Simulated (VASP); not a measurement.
# Pt (Fm-3m) in VASP: notebook, part 2 of 2

VASP 6.6.1. Earlier steps stand in the parts before.

**4. Relaxation of cell and atoms, r2SCAN**

POSCAR reads:

```
Pt
1.0
    0.0000000000      1.9715751800      1.9715751800
    1.9715751800      0.0000000000      1.9715751800
    1.9715751800      1.9715751800      0.0000000000
Pt
1
Direct
    0.0000000000      0.0000000000      0.0000000000
```

INCAR.step1 reads:

```
ALGO     = Normal         # electronic algorithm
EDIFF    = 1E-4           # SCF threshold, eV
ENCUT    = 600            # plane-wave cutoff, eV
GGA      = PE             # functional
ISMEAR   = 0              # smearing method
LASPH    = T              # aspherical terms in the spheres
LCHARG   = F              # write CHGCAR
LREAL    = F              # projectors in reciprocal space
LWAVE    = T              # write WAVECAR
NELM     = 60             # most SCF steps
PREC     = Accurate       # precision mode
SIGMA    = 0.1            # smearing width, eV
```

INCAR.step2 reads:

```
ALGO     = Normal         # electronic algorithm
EDIFF    = 1E-6           # SCF threshold, eV
EDIFFG   = -0.002         # ionic threshold
ENCUT    = 600            # plane-wave cutoff, eV
IBRION   = 2              # ionic algorithm
ISIF     = 3              # what is computed and relaxed
ISMEAR   = 0              # smearing method
ISTART   = 1            
LASPH    = T              # aspherical terms in the spheres
LCHARG   = F              # write CHGCAR
LMIXTAU  = T            
LREAL    = F              # projectors in reciprocal space
LWAVE    = F              # write WAVECAR
METAGGA  = R2SCAN         # meta-GGA
NELM     = 60             # most SCF steps
NSW      = 100            # ionic steps
PREC     = Accurate       # precision mode
SIGMA    = 0.1            # smearing width, eV
```

KPOINTS reads:

```
k-points
0
Gamma
  24 24 24
```

Potentials or basis: VASP PAW PBE potentials, release 64 (Pt).

The run is started by

```console
$ cat potpaw_PBE.64/Pt/POTCAR > POTCAR
$ cp INCAR.step1 INCAR
$ mpirun -np 1 vasp_std > vasp.out
$ cp INCAR.step2 INCAR
$ mpirun -np 1 vasp_std > vasp.out
```

OUTCAR:

```text
EDIFF = 1E-6
   EDIFFG = -0.002
   ENCUT = 600
   IBRION = 2
   ISIF = 3
   ISMEAR = 0
   ISTART = 1
   LASPH = T
   LREAL = F
   METAGGA = R2SCAN
   NELM = 60
   NSW = 100
   PREC = Accurate

 ion  position               nearest neighbor table
   1  0.000  0.000  0.000-

  LATTYP: Found a face centered cubic cell.
 ALAT       =     3.9431503600

  Lattice vectors:

 A1 = (   0.0000000000,   1.9715751800,   1.9715751800)
 A2 = (   1.9715751800,   0.0000000000,   1.9715751800)
 A3 = (   1.9715751800,   1.9715751800,   0.0000000000)

Analysis of symmetry for initial positions (statically):
=====================================================================
 Subroutine PRICEL returns:
 Original cell was already a primitive cell.

 Routine SETGRP: Setting up the symmetry group for a
 face centered cubic supercell.

 Subroutine GETGRP returns: Found 48 space group operations
 (whereof 48 operations were pure point group operations)
 out of a pool of 48 trial point group operations.

The static configuration has the point symmetry O_h .

Analysis of symmetry for dynamics (positions and initial velocities):
=====================================================================
 Subroutine PRICEL returns:
 Original cell was already a primitive cell.

 Routine SETGRP: Setting up the symmetry group for a
 face centered cubic supercell.

 Subroutine GETGRP returns: Found 48 space group operations
 (whereof 48 operations were pure point group operations)
 out of a pool of 48 trial point group operations.

The dynamic configuration has the point symmetry O_h .

 Subroutine INISYM returns: Found 48 space group operations
 (whereof 48 operations are pure point group operations),
 and found     1 'primitive' translations

----------------------------------------------------------------------------------------

[... 118 lines left out ...]
   IVDW    =     0    specifies the selected vdW correction
   LEPSILON=     F    determine dielectric tensor
   LRPA    =     F    only Hartree local field effects (RPA)
 conjugate gradient relaxation of ions
 non-spin polarized calculation
 Gauss-broadening in eV      SIGMA  =   0.10
  energy-cutoff  :      600.00
  volume of cell :       15.33
 maximum number of plane-waves:       532
   NGX = 11   NGY = 11   NGZ = 11

--------------------------------------- Ionic step        1  -------------------------------------------

 number of electron      10.0000001 magnetization

 Free energy of the ion-electron system (eV)
  ---------------------------------------------------
  ext. energy  EPLUGINS =         0.00000000
  ---------------------------------------------------
  free energy    TOTEN  =       -51.50418841 eV

  energy without entropy =      -51.49383861  energy(sigma->0) =      -51.49901351

------------------------ aborting loop because EDIFF is reached ----------------------------------------

  FORCE on cell =-STRESS in cart. coord.  units (eV):
  Direction    XX          YY          ZZ          XY          YZ          ZX
  --------------------------------------------------------------------------------------
  -------------------------------------------------------------------------------------
  Total        0.0111286      0.0111286      0.0111286      0.0000000      0.0000000      0.0000000
  in kB        1.1632729      1.1632729      1.1632729      0.0000000      0.0000000      0.0000000
  external PRESSURE =       1.1632729 kB  Pullay stress =       0.0000000 kB
[... 57 lines left out ...]
--------------------------------------- Ionic step        3  -------------------------------------------

 number of electron      10.0000001 magnetization

 Free energy of the ion-electron system (eV)
  ---------------------------------------------------
  ext. energy  EPLUGINS =         0.00000000
  ---------------------------------------------------
  free energy    TOTEN  =       -51.50418941 eV

  energy without entropy =      -51.49383330  energy(sigma->0) =      -51.49901135

 E-fermi :  10.6819     XC(G=0): -14.5180

 val. band max:       10.6783466147   @ k =   0.4167   0.2083   0.0000
 cond. band min:      10.6872214497   @ k =   0.5000   0.1667   0.0417
 fundamental gap:      0.0088748350
 Fermi energy:        10.6818724464

 k-point     1 :       0.0000    0.0000    0.0000
  band No.  band energies     occupation
      1       0.3947      2.00000
      2       6.8851      2.00000
      3       6.8851      2.00000
      4       6.8851      2.00000
      5       8.9896      2.00000
      6       8.9896      2.00000
      7      26.2260      0.00000
      8      31.3004      0.00000
      9      31.3004      0.00000
[... 265 lines left out ...]
 k-point    24 :       0.4583    0.0417    0.0000
  band No.  band energies     occupation
      1       3.3601      2.00000
      2       6.7716      2.00000
      3       6.8787      2.00000
      4       9.3834      2.00000
      5      10.6772      1.05254
      6      11.0340      0.00000
      7      17.5177      0.00000
      8      26.1019      0.00000
      9      30.5269      0.00000

 [... further k-points ...]
[... 5 lines left out ...]
  --------------------------------------------------------------------------------------
  -------------------------------------------------------------------------------------
  Total        0.0000569      0.0000569      0.0000569      0.0000000     -0.0000000      0.0000000
  in kB        0.0059465      0.0059465      0.0059465      0.0000000     -0.0000000      0.0000000
  external PRESSURE =       0.0059465 kB  Pullay stress =       0.0000000 kB
[... 16 lines left out ...]
  FREE ENERGIE OF THE ION-ELECTRON SYSTEM (eV)
  ---------------------------------------------------
  free  energy   TOTEN  =       -51.5041894121 eV

  energy  without entropy=      -51.4938332975  energy(sigma->0) =      -51.49901135

 reached required accuracy - stopping structural energy minimisation
```

OSZICAR.step1:

```text
N       E                     dE             d eps       ncg     rms          rms(c)
DAV:   1     0.419111467841E+02    0.41911E+02   -0.59542E+03  7546   0.116E+03
DAV:   2    -0.598693392522E+01   -0.47898E+02   -0.46051E+02  7813   0.199E+02
DAV:   3    -0.647632264713E+01   -0.48939E+00   -0.48213E+00  8750   0.204E+01
DAV:   4    -0.647790118803E+01   -0.15785E-02   -0.15784E-02  8536   0.123E+00
DAV:   5    -0.647791165484E+01   -0.10467E-04   -0.10468E-04  8383   0.927E-02    0.123E+01
DAV:   6    -0.613901136371E+01    0.33890E+00   -0.89337E-01  7626   0.860E+00    0.651E+00
DAV:   7    -0.610200562979E+01    0.37006E-01   -0.15499E-01  7926   0.347E+00    0.250E+00
DAV:   8    -0.609879571075E+01    0.32099E-02   -0.59925E-03  7932   0.758E-01    0.533E-01
DAV:   9    -0.609861478902E+01    0.18092E-03   -0.14027E-04  6233   0.120E-01    0.424E-02
DAV:  10    -0.609861810227E+01   -0.33133E-05   -0.39925E-06  3818   0.187E-02
   1 F= -.60986181E+01 E0= -.60931468E+01  d E =-.109425E-01
```

Run time: 8.6 min. Hardware: 1 thread of Intel Xeon 8259CL, shared host; peak memory 0.22 GiB.

Results:

```
Free energy                            : -51.5042 eV
Relaxed volume                         : 15.33 Å³/atom
Relaxed cell                           : a = 2.789 Å, b = 2.789 Å, c = 2.789 Å, α = 60.00°, β = 60.00°, γ = 60.00°
Space group after relaxing (to 0.05 Å) : Fm-3m (No. 225)
Energy gained by relaxing              : 0.0 meV/atom
Ionic steps                            : 3
Pressure after relaxing                : 0.0 GPa
Band gap on the k mesh                 : zero (band 5 reaches 11.21 eV, above the bottom of band 6 at 8.89 eV)
```

Final structure:
```
Pt
1.0
     0.00000    1.97184    1.97184
     1.97184    0.00000    1.97184
     1.97184    1.97184    0.00000
Pt
1
Direct
  0.00000 0.00000 0.00000
```

Levels at points of the mesh, in eV from the Fermi level:
```
           k point  band 3  band 4  band 5  band 6  band 7  band 8
(0.00, 0.00, 0.00)   -3.80   -3.80   -1.69   -1.69   15.54   20.62
(0.50, 0.00, 0.00)   -3.89   -0.22    0.04    0.04    6.04   15.19
(0.50, 0.50, 0.00)   -0.05    0.52    0.52    2.00    9.18   11.98
```

Caveat: the PAW data sets were made with another functional, which shifts forces and pressure a little; spin-orbit coupling is left out, which moves the levels of the heavy elements.

**5. Overview**

| task | cell | cutoff (eV) | smearing | gap on the mesh (eV) | pressure (GPa) | relaxed volume (Å³/atom) |
| --- | --- | --- | --- | --- | --- | --- |
| single point | a = 2.788 Å, angles 60.0°, 1 atom | 520 | fermi-dirac 0.15 eV | none | 0.7 | - |
| relaxation of cell and atoms | relaxed from a = 2.786 Å, angles 60.0°, 1 atom | 600 | fermi-dirac 0.15 eV | none | 0.0 | 15.37 |
| relaxation of cell and atoms | relaxed from a = 2.788 Å, angles 60.0°, 1 atom | 600 | gaussian 0.1 eV | none | 0.0 | 15.33 |

Alike in all rows: level r2SCAN; potentials or basis VASP PAW PBE potentials, release 64 (Pt); no spin polarisation; k mesh 24 × 24 × 24.

Caveats: the PAW data sets were made with another functional, which shifts forces and pressure a little; spin-orbit coupling is left out, which moves the levels of the heavy elements.

Total energies depend on the potentials used, so only differences within one code and one set of settings carry meaning.
